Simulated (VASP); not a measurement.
# CO in VASP: further runs

CO is run at these levels: PBE; tasks: single point, relaxation of the atoms.

Everything below comes from runs of VASP 6.6.1. Logs are shortened: lines on timing, memory, paths and dates and some standing lists are left out, and cuts for length are marked.

## (1) The cell of the first run

The cell holds a molecule in a box, 2 atoms: a = 10.000 Å, b = 10.000 Å, c = 11.000 Å, α = 90.00°, β = 90.00°, γ = 90.00°.

## (2) Single point, PBE

INCAR

```
ALGO = Normal
EDIFF = 1E-6
ENCUT = 520
GGA = PE
ISIF = 2
ISMEAR = 0
LASPH = True
LCHARG = False
LREAL = False
LWAVE = False
NBANDS = 12
NELM = 60
PREC = Accurate
SIGMA = 0.01
```

KPOINTS

```
k-points
0
Gamma
  1 1 1
```

POSCAR

```
CO
1.0
   10.0000000000      0.0000000000      0.0000000000
    0.0000000000     10.0000000000      0.0000000000
    0.0000000000      0.0000000000     11.0000000000
C O
1 1
Direct
    0.5000000000      0.5000000000      0.4543096912
    0.5000000000      0.5000000000      0.5575084906
```

Potentials or basis: VASP PAW PBE potentials, release 64 (C, O).

Run with:

```sh
$ cat potpaw_PBE.64/C/POTCAR potpaw_PBE.64/O/POTCAR > POTCAR
$ mpirun -np 1 vasp_gam > vasp.out
```

OUTCAR:

```text
EDIFF = 1E-6
   ENCUT = 520
   GGA = PE
   ISIF = 2
   ISMEAR = 0
   LASPH = True
   LREAL = False
   NELM = 60
   PREC = Accurate

 ion  position               nearest neighbor table
   1  0.500  0.500  0.454-   2 1.14
   2  0.500  0.500  0.558-   1 1.14

  LATTYP: Found a simple tetragonal cell.
 ALAT       =    10.0000000000
 C/A-ratio  =     1.1000000000

  Lattice vectors:

 A1 = (  10.0000000000,   0.0000000000,   0.0000000000)
 A2 = (   0.0000000000,  10.0000000000,   0.0000000000)
 A3 = (   0.0000000000,   0.0000000000,  11.0000000000)

Analysis of symmetry for initial positions (statically):
=====================================================================
 Subroutine PRICEL returns:
 Original cell was already a primitive cell.

 Routine SETGRP: Setting up the symmetry group for a
 simple tetragonal supercell.

 Subroutine GETGRP returns: Found  8 space group operations
 (whereof  8 operations were pure point group operations)
 out of a pool of 16 trial point group operations.

The static configuration has the point symmetry C_4v.

Analysis of symmetry for dynamics (positions and initial velocities):
=====================================================================
 Subroutine PRICEL returns:
 Original cell was already a primitive cell.

 Routine SETGRP: Setting up the symmetry group for a
 simple tetragonal supercell.

 Subroutine GETGRP returns: Found  8 space group operations
 (whereof  8 operations were pure point group operations)
 out of a pool of 16 trial point group operations.

The dynamic configuration has the point symmetry C_4v.

 Subroutine INISYM returns: Found  8 space group operations
 (whereof  8 operations are pure point group operations),
 and found     1 'primitive' translations

----------------------------------------------------------------------------------------

                                     Primitive cell

  volume of cell :    1100.0000

  direct lattice vectors                    reciprocal lattice vectors
    10.000000000  0.000000000  0.000000000     0.100000000  0.000000000  0.000000000
     0.000000000 10.000000000  0.000000000     0.000000000  0.100000000  0.000000000
     0.000000000  0.000000000 11.000000000     0.000000000  0.000000000  0.090909091

  length of vectors
    10.000000000 10.000000000 11.000000000     0.100000000  0.100000000  0.090909091

  position of ions in fractional coordinates (direct lattice)
     0.500000000  0.500000000  0.454309691
     0.500000000  0.500000000  0.557508491

  ion indices of the primitive-cell ions
   primitive index   ion index
                 1           1
                 2           2

----------------------------------------------------------------------------------------

 KPOINTS: k-points

Automatic generation of k-mesh.
 Grid dimensions read from file:
 generate k-points for:    1    1    1

 Generating k-lattice:

  Cartesian coordinates                     Fractional coordinates (reciprocal lattice)
     0.100000000  0.000000000  0.000000000     1.000000000  0.000000000  0.000000000
     0.000000000  0.100000000  0.000000000     0.000000000  1.000000000  0.000000000
     0.000000000  0.000000000  0.090909091     0.000000000  0.000000000  1.000000000

  Length of vectors
     0.100000000  0.100000000  0.090909091

  Shift w.r.t. Gamma in fractional coordinates (k-lattice)
     0.000000000  0.000000000  0.000000000

 Subroutine IBZKPT returns following result:
 ===========================================

 Found      1 irreducible k-points:

 Following reciprocal coordinates:
            Coordinates               Weight
  0.000000  0.000000  0.000000      1.000000
   k-points           NKPTS =      1   k-points in BZ     NKDIM =      1   number of bands    NBANDS=     12
   number of dos      NEDOS =    301   number of ions     NIONS =      2
   total plane-waves  NPLWV = 537600
   dimension x,y,z NGX =    80 NGY =   80 NGZ =   84
   dimension x,y,z NGXF=   160 NGYF=  160 NGZF=  168
   ions per type =               1   1
   NGX,Y,Z   is equivalent  to a cutoff of  13.30, 13.30, 12.70 a.u.
   NGXF,Y,Z  is equivalent  to a cutoff of  26.60, 26.60, 25.39 a.u.
 SYSTEM =  unknown system
   PREC   = accura    normal or accurate (medium, high low for compatibility)
   ISTART =      0    job   : 0-new  1-cont  2-samecut
   ICHARG =      2    charge: 1-file 2-atom 10-const
   ISPIN  =      1    spin polarized calculation?
   LNONCOLLINEAR =      F non collinear calculations
   LSORBIT =      F    spin-orbit coupling
   LASPH  =      T    aspherical Exc in radial PAW
   ENCUT  =  520.0 eV  38.22 Ry    6.18 a.u.  18.59 18.59 20.45*2*pi/ulx,y,z
   NELM   =     60;   NELMIN=  2; NELMDL= -5     # of ELM steps
   EDIFF  = 0.1E-05   stopping-criterion for ELM
   LREAL  =      F    real-space projection
   EDIFFG = 0.1E-04   stopping-criterion for IOM
   NSW    =      0    number of steps for IOM
   IBRION =     -1    ionic relax: 0-MD 1-quasi-New 2-CG
   NFREE  =      0    steps in history (QN), initial steepest desc. (CG)
   ISIF   =      2    stress and relaxation
   ISYM   =      2    0-nonsym 1-usesym 2-fastsym
   POTIM  = 0.5000    time-step for ionic-motion
   TEBEG  =    0.0;   TEEND  =   0.0 temperature during run
   PSTRESS=    0.0 pullay stress
   NELECT =      10.0000    total number of electrons
   NUPDOWN=      -1.0000    fix difference up-down
   EMIN   =  10.00;   EMAX   =-10.00  energy-range for DOS
   EFERMI =   0.00;   METHOD = LEGACY
   ISMEAR =     0;   SIGMA  =   0.01  broadening in eV -4-tet -1-fermi 0-gaus
   EFERMI_NEDOS =   21; number of points for ismear=-14 and -15
   IALGO  =     38    algorithm
   IMIX   =      4    mixing-type and parameters
     AMIX     =   0.40;   BMIX     =  1.00
     AMIX_MAG =   1.60;   BMIX_MAG =  1.00
  volume/ion in A,a.u.               =     550.00      3711.58
  Fermi-wavevector in a.u.,A,eV,Ry     =   0.341673  0.645668  1.588350  0.116740
  Thomas-Fermi vector in A             =   1.246405
   LORBIT       =      0    0 simple, 1 ext, 2 COOP (PROOUT), +10 PAW based schemes
   GGA     = PE    functional components
   LHFCALC =     F    Hartree Fock is set to
   AEXX    =    0.0000 exact exchange contribution
   IVDW    =     0    specifies the selected vdW correction
   LEPSILON=     F    determine dielectric tensor
   LRPA    =     F    only Hartree local field effects (RPA)
 non-spin polarized calculation
 Gauss-broadening in eV      SIGMA  =   0.01
  energy-cutoff  :      520.00
  volume of cell :     1100.00
 maximum number of plane-waves:     14859
 NGX is ok and might be reduce to    80
   NGX = 37   NGY = 37   NGZ = 41

 number of electron       9.9999999 magnetization

 number of electron      10.0000000 magnetization

 Free energy of the ion-electron system (eV)
  ---------------------------------------------------
  ext. energy  EPLUGINS =         0.00000000
  ---------------------------------------------------
  free energy    TOTEN  =       -14.78795139 eV

  energy without entropy =      -14.78795139  energy(sigma->0) =      -14.78795139

 E-fermi :  -8.8696     XC(G=0):  -0.5755

 val. band max:       -8.9214782974   @ k =   0.0000   0.0000   0.0000
 cond. band min:      -1.9491790786   @ k =   0.0000   0.0000   0.0000
 fundamental gap:      6.9722992188
 Fermi energy:        -8.8695848818

 k-point     1 :       0.0000    0.0000    0.0000
  band No.  band energies     occupation
      1     -29.2487      2.00000
      2     -13.9221      2.00000
      3     -11.6842      2.00000
      4     -11.6842      2.00000
      5      -8.9215      2.00000
      6      -1.9492      0.00000
      7      -1.9492      0.00000
      8      -0.2003      0.00000
      9       0.8745      0.00000
     10       1.0909      0.00000
     11       1.1868      0.00000
     12       1.1868      0.00000

------------------------ aborting loop because EDIFF is reached ----------------------------------------

  FORCE on cell =-STRESS in cart. coord.  units (eV):
  Direction    XX          YY          ZZ          XY          YZ          ZX
  --------------------------------------------------------------------------------------
  -------------------------------------------------------------------------------------
  Total       -0.0365568     -0.0365568      1.0179014     -0.0000000      0.0000000      0.0000000
  in kB       -0.0532458     -0.0532458      1.4825987     -0.0000000      0.0000000      0.0000000
  external PRESSURE =       0.4587023 kB  Pullay stress =       0.0000000 kB

 VOLUME and BASIS-vectors are now :
 -----------------------------------------------------------------------------
  energy-cutoff  :      520.00
  volume of cell :     1100.00
      direct lattice vectors                 reciprocal lattice vectors
    10.000000000  0.000000000  0.000000000     0.100000000  0.000000000  0.000000000
     0.000000000 10.000000000  0.000000000     0.000000000  0.100000000  0.000000000
     0.000000000  0.000000000 11.000000000     0.000000000  0.000000000  0.090909091

 POSITION                                       TOTAL-FORCE (eV/Angst)
 -----------------------------------------------------------------------------------
      5.00000      5.00000      4.99741        -0.000000      0.000000     -0.942763
      5.00000      5.00000      6.13259         0.000000     -0.000000      0.942763
 -----------------------------------------------------------------------------------
    total drift:                                0.000000     -0.000000      0.001202

  FREE ENERGIE OF THE ION-ELECTRON SYSTEM (eV)
  ---------------------------------------------------
  free  energy   TOTEN  =       -14.7879513862 eV

  energy  without entropy=      -14.7879513862  energy(sigma->0) =      -14.78795139
```

It took 38 s on 1 thread of Intel Xeon 6975P-C (Granite Rapids), shared host; peak memory 0.89 GiB.

What came out:

```yaml
Free_energy: -14.7880 eV
Largest_force: 0.943 eV/Å
Gap_between_the_frontier_levels: 6.97 eV
```

Forces in eV/Å, atoms in the order of the input:
```
C    0.000  0.000 -0.943
O    0.000  0.000  0.943
```

(Continued in part 2 of 2.)
